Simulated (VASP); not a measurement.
# Be7S (P6/mmm) in VASP: a series of runs

Runs on Be7S. Level: PBE. Tasks: relaxation of cell and atoms.

Program: VASP 6.6.1. These are calculated values, not measurements. Logs are shortened: lines on timing, memory, paths and dates and some standing lists are left out, and cuts for length are marked.

### Step 1. The cell of the first run

The structure is hexagonal, space group P6/mmm (No. 191). The conventional cell has a = 4.286 Å, b = 4.286 Å, c = 4.589 Å, α = 90.00°, β = 90.00°, γ = 120.00°. Within 2.1 Å of Be (site symmetry mm2) lie 5 Be at 1.56 to 1.57 Å. Within 2.1 Å of Be (site symmetry 6/mmm) lie 6 Be at 1.57 Å. Within 3.0 Å of S (site symmetry 6/mmm) lie 14 Be at 2.29 to 2.78 Å.

The cell was generated, and may not be a known phase.

### Step 2. Relaxation of cell and atoms, PBE

INCAR

```
SYSTEM = Be7S
PREC = Accurate
ENCUT = 600
EDIFF = 1E-7
ISMEAR = 0
SIGMA = 0.2
LREAL = .False.
LASPH = .True.
NELM = 120
ALGO = Normal
ISIF = 3
LWAVE = .False.
LCHARG = .False.
GGA = PE
IBRION = 2
NSW = 36
EDIFFG = -0.08
GGA_COMPAT = .False.
NELMIN = 4
```

KPOINTS

```
Automatic mesh
0
Gamma
  4 4 4
  0 0 0
```

POSCAR

```
Be7S
1.0
    4.2862287900      0.0000000000      0.0000000000
   -2.1431143900      3.7119830200      0.0000000000
    0.0000000000      0.0000000000      4.5894440500
Be S
7 1
Direct
    0.2119954100      0.7880045900      0.5000000000
    0.2119954100      0.4239908200      0.5000000000
    0.5760091800      0.7880045900      0.5000000000
    0.7880045900      0.2119954100      0.5000000000
    0.7880045900      0.5760091800      0.5000000000
    0.4239908200      0.2119954100      0.5000000000
    0.0000000000      0.0000000000      0.5000000000
    0.0000000000      0.0000000000      0.0000000000
```

Potentials or basis: VASP PAW PBE potentials, release 64 (Be, S).

Command:

```
$ cat potpaw_PBE.64/Be/POTCAR potpaw_PBE.64/S/POTCAR > POTCAR
$ mpirun -np 1 vasp_std > vasp.out
```

OUTCAR:

```text
SYSTEM = Be7S
   PREC = Accurate
   ENCUT = 600
   EDIFF = 1E-7
   ISMEAR = 0
   LREAL = .False.
   LASPH = .True.
   NELM = 120
   ISIF = 3
   GGA = PE
   IBRION = 2
   NSW = 36
   EDIFFG = -0.08
   NELMIN = 4

 ion  position               nearest neighbor table
   1  0.212  0.788  0.500-   2 1.56   3 1.56   7 1.57   6 1.57   5 1.57   4 2.22   4 2.22
   2  0.212  0.424  0.500-   1 1.56   3 1.56   6 1.57   7 1.57   4 1.57   5 2.22   5 2.22
   3  0.576  0.788  0.500-   1 1.56   2 1.56   5 1.57   4 1.57   7 1.57   6 2.22   6 2.22
   4  0.788  0.212  0.500-   5 1.56   6 1.56   7 1.57   3 1.57   2 1.57   1 2.22   1 2.22
   5  0.788  0.576  0.500-   4 1.56   6 1.56   3 1.57   7 1.57   1 1.57   2 2.22   2 2.22
   6  0.424  0.212  0.500-   4 1.56   5 1.56   2 1.57   1 1.57   7 1.57   3 2.22   3 2.22
   7  0.000  0.000  0.500-   1 1.57   4 1.57   2 1.57   5 1.57   3 1.57   6 1.57   8 2.29   8 2.29

   8  0.000  0.000  0.000-   7 2.29   7 2.29

  LATTYP: Found a hexagonal cell.
 ALAT       =     4.2862287900
 C/A-ratio  =     1.0707417347

  Lattice vectors:

 A1 = (   4.2862287900,   0.0000000000,   0.0000000000)
 A2 = (  -2.1431143900,   3.7119830200,   0.0000000000)
 A3 = (   0.0000000000,   0.0000000000,   4.5894440500)

Analysis of symmetry for initial positions (statically):
=====================================================================
 Subroutine PRICEL returns:
 Original cell was already a primitive cell.

 Routine SETGRP: Setting up the symmetry group for a
 hexagonal supercell.

 Subroutine GETGRP returns: Found 24 space group operations
 (whereof 24 operations were pure point group operations)
 out of a pool of 24 trial point group operations.

The static configuration has the point symmetry D_6h.

Analysis of symmetry for dynamics (positions and initial velocities):
=====================================================================
 Subroutine PRICEL returns:
 Original cell was already a primitive cell.

 Routine SETGRP: Setting up the symmetry group for a
 hexagonal supercell.

 Subroutine GETGRP returns: Found 24 space group operations
 (whereof 24 operations were pure point group operations)
 out of a pool of 24 trial point group operations.

The dynamic configuration has the point symmetry D_6h.

 Subroutine INISYM returns: Found 24 space group operations
 (whereof 24 operations are pure point group operations),
 and found     1 'primitive' translations

----------------------------------------------------------------------------------------

                                     Primitive cell

  volume of cell :      73.0199

  direct lattice vectors                    reciprocal lattice vectors
     4.286228790  0.000000000  0.000000000     0.233305325  0.134698892  0.000000000
    -2.143114390  3.711983020  0.000000000     0.000000000  0.269397784  0.000000000
     0.000000000  0.000000000  4.589444050     0.000000000  0.000000000  0.217891315

  length of vectors
     4.286228790  4.286228789  4.589444050     0.269397784  0.269397784  0.217891315

  position of ions in fractional coordinates (direct lattice)
     0.211995410  0.788004590  0.500000000
     0.211995410  0.423990820  0.500000000
     0.576009180  0.788004590  0.500000000
     0.788004590  0.211995410  0.500000000
     0.788004590  0.576009180  0.500000000
     0.423990820  0.211995410  0.500000000
     0.000000000  0.000000000  0.500000000
     0.000000000  0.000000000  0.000000000

  ion indices of the primitive-cell ions
   primitive index   ion index
                 1           1
                 2           2
                 3           3
                 4           4
                 5           5
                 6           6
                 7           7
                 8           8

----------------------------------------------------------------------------------------

 KPOINTS: Automatic mesh

Automatic generation of k-mesh.
 Grid dimensions read from file:
 generate k-points for:    4    4    4

 Generating k-lattice:

  Cartesian coordinates                     Fractional coordinates (reciprocal lattice)
     0.058326331  0.033674723  0.000000000     0.250000000  0.000000000  0.000000000
     0.000000000  0.067349446  0.000000000     0.000000000  0.250000000  0.000000000
     0.000000000  0.000000000  0.054472829     0.000000000  0.000000000  0.250000000

  Length of vectors
     0.067349446  0.067349446  0.054472829

  Shift w.r.t. Gamma in fractional coordinates (k-lattice)
     0.000000000  0.000000000  0.000000000

 Subroutine IBZKPT returns following result:
 ===========================================

 Found     12 irreducible k-points:

 Following reciprocal coordinates:
            Coordinates               Weight
  0.000000  0.000000  0.000000      1.000000
  0.250000  0.000000  0.000000      6.000000
  0.500000  0.000000  0.000000      3.000000
  0.250000  0.250000  0.000000      6.000000
  0.000000  0.000000  0.250000      2.000000
  0.250000  0.000000  0.250000     12.000000
  0.500000  0.000000  0.250000      6.000000
  0.250000  0.250000  0.250000     12.000000
  0.000000  0.000000  0.500000      1.000000
  0.250000  0.000000  0.500000      6.000000
  0.500000  0.000000  0.500000      3.000000
  0.250000  0.250000  0.500000      6.000000
   k-points           NKPTS =     12   k-points in BZ     NKDIM =     12   number of bands    NBANDS=     15
   number of dos      NEDOS =    301   number of ions     NIONS =      8
   total plane-waves  NPLWV =  51840
   dimension x,y,z NGX =    36 NGY =   36 NGZ =   40
   dimension x,y,z NGXF=    72 NGYF=   72 NGZF=   80
   ions per type =               7   1
   NGX,Y,Z   is equivalent  to a cutoff of  13.96, 13.96, 14.49 a.u.
   NGXF,Y,Z  is equivalent  to a cutoff of  27.93, 27.93, 28.98 a.u.
 SYSTEM =  Be7S
   PREC   = accura    normal or accurate (medium, high low for compatibility)
   ISTART =      0    job   : 0-new  1-cont  2-samecut
   ICHARG =      2    charge: 1-file 2-atom 10-const
   ISPIN  =      1    spin polarized calculation?
   LNONCOLLINEAR =      F non collinear calculations
   LSORBIT =      F    spin-orbit coupling
   LASPH  =      T    aspherical Exc in radial PAW
   ENCUT  =  600.0 eV  44.10 Ry    6.64 a.u.   8.56  8.56  9.17*2*pi/ulx,y,z
   NELM   =    120;   NELMIN=  4; NELMDL= -5     # of ELM steps
   EDIFF  = 0.1E-06   stopping-criterion for ELM
   LREAL  =      F    real-space projection
   EDIFFG = -.8E-01   stopping-criterion for IOM
   NSW    =     36    number of steps for IOM
   IBRION =      2    ionic relax: 0-MD 1-quasi-New 2-CG
   NFREE  =      1    steps in history (QN), initial steepest desc. (CG)
   ISIF   =      3    stress and relaxation
   ISYM   =      2    0-nonsym 1-usesym 2-fastsym
   POTIM  = 0.5000    time-step for ionic-motion
   TEBEG  =    0.0;   TEEND  =   0.0 temperature during run
   PSTRESS=    0.0 pullay stress
   NELECT =      20.0000    total number of electrons
   NUPDOWN=      -1.0000    fix difference up-down
   EMIN   =  10.00;   EMAX   =-10.00  energy-range for DOS
   EFERMI =   0.00;   METHOD = LEGACY
   ISMEAR =     0;   SIGMA  =   0.20  broadening in eV -4-tet -1-fermi 0-gaus
   EFERMI_NEDOS =   21; number of points for ismear=-14 and -15
   IALGO  =     38    algorithm
   IMIX   =      4    mixing-type and parameters
     AMIX     =   0.40;   BMIX     =  1.00
     AMIX_MAG =   1.60;   BMIX_MAG =  1.00
  volume/ion in A,a.u.               =       9.13        61.60
  Fermi-wavevector in a.u.,A,eV,Ry     =   1.063174  2.009108 15.379196  1.130339
  Thomas-Fermi vector in A             =   2.198650
   LORBIT       =      0    0 simple, 1 ext, 2 COOP (PROOUT), +10 PAW based schemes
   GGA     = PE    functional components
   LHFCALC =     F    Hartree Fock is set to
   AEXX    =    0.0000 exact exchange contribution
   IVDW    =     0    specifies the selected vdW correction
   LEPSILON=     F    determine dielectric tensor
   LRPA    =     F    only Hartree local field effects (RPA)
 conjugate gradient relaxation of ions
 non-spin polarized calculation
 Gauss-broadening in eV      SIGMA  =   0.20
  energy-cutoff  :      600.00
  volume of cell :       73.02
 maximum number of plane-waves:      2509
 NGX is ok and might be reduce to    36
   NGX = 17   NGY = 17   NGZ = 19

--------------------------------------- Ionic step        1  -------------------------------------------

 number of electron      20.0000001 magnetization

 Free energy of the ion-electron system (eV)
  ---------------------------------------------------
  ext. energy  EPLUGINS =         0.00000000
  ---------------------------------------------------
  free energy    TOTEN  =        -5.90220844 eV

  energy without entropy =       -5.88519518  energy(sigma->0) =       -5.89370181

 E-fermi :   4.5374     XC(G=0):  -9.7749

 val. band max:        4.4554464324   @ k =   0.5000   0.0000   0.5000
 cond. band min:       4.7964312094   @ k =   0.0000   0.0000   0.0000
 fundamental gap:      0.3409847770
 Fermi energy:         4.5374047824

 k-point     1 :       0.0000    0.0000    0.0000
  band No.  band energies     occupation
      1      -8.5612      2.00000
      2      -2.1764      2.00000
      3      -1.8101      2.00000
      4       0.8789      2.00000
      5       0.9822      2.00000
      6       0.9822      2.00000
      7       1.1776      2.00000
      8       1.1776      2.00000
      9       3.5289      2.00000
     10       4.7964      0.06701
     11       4.7964      0.06701
     12       5.5715      0.00000
     13       9.4224      0.00000
     14       9.4224      0.00000
     15      10.2413      0.00000
[... 512 lines left out ...]
 POSITION                                       TOTAL-FORCE (eV/Angst)
 -----------------------------------------------------------------------------------
     -1.03891      3.91968      2.16062        -0.061730      0.035640      0.000000
      0.00000      2.12024      2.16062        -0.000000     -0.071280     -0.000000
      1.03891      3.91968      2.16062         0.061730      0.035640      0.000000
      3.91399      1.06012      2.16062         0.061730     -0.035640     -0.000000
      2.87509      2.85956      2.16062         0.000000      0.071280      0.000000
      1.83618      1.06012      2.16062        -0.061730     -0.035640     -0.000000
      0.00000      0.00000      2.16062        -0.000000     -0.000000      0.000000
      0.00000      0.00000      4.32124        -0.000000      0.000000      0.000000
 -----------------------------------------------------------------------------------
    total drift:                               -0.000000     -0.000000     -0.000000

  FREE ENERGIE OF THE ION-ELECTRON SYSTEM (eV)
  ---------------------------------------------------
  free  energy   TOTEN  =       -24.7504518683 eV

  energy  without entropy=      -24.7149235702  energy(sigma->0) =      -24.73268772

--------------------------------------- Ionic step        9  -------------------------------------------

 number of electron      19.9999999 magnetization

 Free energy of the ion-electron system (eV)
  ---------------------------------------------------
  ext. energy  EPLUGINS =         0.00000000
  ---------------------------------------------------
  free energy    TOTEN  =       -24.75566456 eV

  energy without entropy =      -24.72208967  energy(sigma->0) =      -24.73887711

 E-fermi :   2.5217     XC(G=0):  -8.2891

 val. band max:        2.4655530188   @ k =   0.5000   0.0000   0.5000
 cond. band min:       2.5524788677   @ k =   0.5000   0.0000   0.0000
 fundamental gap:      0.0869258488
 Fermi energy:         2.5216675507

 k-point     1 :       0.0000    0.0000    0.0000
  band No.  band energies     occupation
      1     -10.9263      2.00000
      2      -3.8804      2.00000
      3      -2.7367      2.00000
      4      -2.3838      2.00000
      5      -2.3838      2.00000
      6      -0.5568      2.00000
      7      -0.5568      2.00000
      8      -0.3116      2.00000
      9      -0.1596      2.00000
     10       2.7746      0.07374
     11       2.7746      0.07374
     12       3.4625      0.00000
     13       6.1435      0.00000
     14       6.1435      0.00000
     15       6.8072      0.00000
[... 218 lines left out ...]
 POSITION                                       TOTAL-FORCE (eV/Angst)
 -----------------------------------------------------------------------------------
     -1.04134      3.92078      2.13465         0.016934     -0.009777     -0.000000
      0.00000      2.11712      2.13465         0.000000      0.019554      0.000000
      1.04134      3.92078      2.13465        -0.016934     -0.009777     -0.000000
      3.91617      1.05856      2.13465        -0.016934      0.009777      0.000000
      2.87483      2.86222      2.13465        -0.000000     -0.019554     -0.000000
      1.83348      1.05856      2.13465         0.016934      0.009777      0.000000
      0.00000      0.00000      2.13465         0.000000     -0.000000      0.000000
     -0.00000      0.00000      0.00000         0.000000     -0.000000      0.000000
 -----------------------------------------------------------------------------------
    total drift:                                0.000000      0.000000      0.000000

  FREE ENERGIE OF THE ION-ELECTRON SYSTEM (eV)
  ---------------------------------------------------
  free  energy   TOTEN  =       -24.7556645572 eV

  energy  without entropy=      -24.7220896703  energy(sigma->0) =      -24.73887711

 reached required accuracy - stopping structural energy minimisation
```

Wall time 2.6 min (1 thread of Intel Xeon 8259CL, shared host); peak memory 0.22 GiB.

What came out:

* Free energy: -24.7557 eV
* Relaxed volume: 15.28 Å³/atom
* Relaxed cell: a = 5.750 Å, b = 5.750 Å, c = 4.269 Å, α = 90.00°, β = 90.00°, γ = 120.00°
* Space group after relaxing (to 0.1 Å): P6/mmm (No. 191)
* Energy gained by relaxing: 2356.7 meV/atom
* Ionic steps: 9
* Pressure after relaxing: 0.0 GPa
* Largest force after relaxing: 0.020 eV/Å
* Band gap on the k mesh: zero (bands 10 and 11 overlap by 1.94 eV)

Forces in eV/Å, atoms in the order of the input:
```
Be   0.017 -0.010  0.000
Be   0.000  0.020  0.000
Be  -0.017 -0.010  0.000
Be  -0.017  0.010  0.000
Be   0.000 -0.020  0.000
Be   0.017  0.010  0.000
Be   0.000  0.000  0.000
S    0.000  0.000  0.000
```

The path:
| step | energy change (eV) | largest force (eV/Å) | pressure (GPa) | volume (Å³) |
| --- | --- | --- | --- | --- |
| 1 | 0.0000 | 0.2582 | 105.56 | 73.02 |
| 2 | -17.9441 | 0.2920 | -7.93 | 148.81 |
| 3 | -18.7068 | 0.3453 | 2.00 | 122.91 |
| 4 | -18.7791 | 0.3258 | -1.54 | 129.41 |
| 5 | -18.7830 | 0.3287 | -0.92 | 128.14 |
| 6 | -18.8222 | 0.0389 | -0.76 | 126.62 |
| 7 | -18.8314 | 0.1754 | -0.60 | 125.49 |
| 8 | -18.8482 | 0.0713 | -0.30 | 123.74 |
| 9 | -18.8535 | 0.0196 | -0.01 | 122.23 |

Final structure:
```
Be S
1.0
     5.74965    0.00000    0.00000
    -2.87483    4.97934    0.00000
     0.00000    0.00000    4.26930
Be S
7 1
Direct
  0.21259 0.78741 0.50000
  0.21259 0.42518 0.50000
  0.57482 0.78741 0.50000
  0.78741 0.21259 0.50000
  0.78741 0.57482 0.50000
  0.42518 0.21259 0.50000
  0.00000 0.00000 0.50000
  0.00000 0.00000 0.00000
```

Caveat: the k points lie up to 0.37 Å⁻¹ apart in the final cell, too coarse for converged energies and pressures of a metal; the volume moved by over 15 % at a fixed basis, so the end points are rough.

(Part 1 of 2 ends here.)

The gap in the log of VASP goes by the Fermi energy; the results here count the filled bands.